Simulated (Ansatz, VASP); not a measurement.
Two plane-wave programs on Au

```
CELL_PARAMETERS angstrom
2.90444 0.00000 0.00000
-1.45222 2.51532 0.00000
0.00000 0.00000 4.66196
ATOMIC_POSITIONS crystal
Au 0.33333 0.66667 0.75000
Au 0.66667 0.33333 0.25000
```

Alike in both runs: task single point; functional PBEsol; k mesh 24 × 24 × 14; occupations gaussian, width 0.15 eV; no spin polarisation.

```csv
,VASP,Ansatz
version,VASP 6.6.1,Ansatz 0.2.0
potentials or method,"VASP PAW PBE potentials, release 64 (Au), cutoff 520 eV","scalar-relativistic, plane waves, PAW"
valence electrons in the cell,22,38
```

Ansatz gave:

* gap on the k mesh at the Fermi level (eV): none
* pressure (GPa): 0.1
* traceless stress, the component that is largest in VASP (GPa): 2.57

Question: Estimate VASP's values.

Answer: gap on the k mesh at the Fermi level (eV): none; pressure (GPa): -0.1; traceless stress, the component that is largest in VASP (GPa): 2.56.

VASP's potentials were made for PBE, not for PBEsol. A gap of «none» marks a metal or a gap that the smearing closes. The functional is the same, so the differences come from potentials, cutoffs and numerics. VASP's potentials hold 22 valence electrons a cell and Ansatz's 38, so a difference there can come from the potentials and not from the codes.

Neither program's run includes spin-orbit coupling.
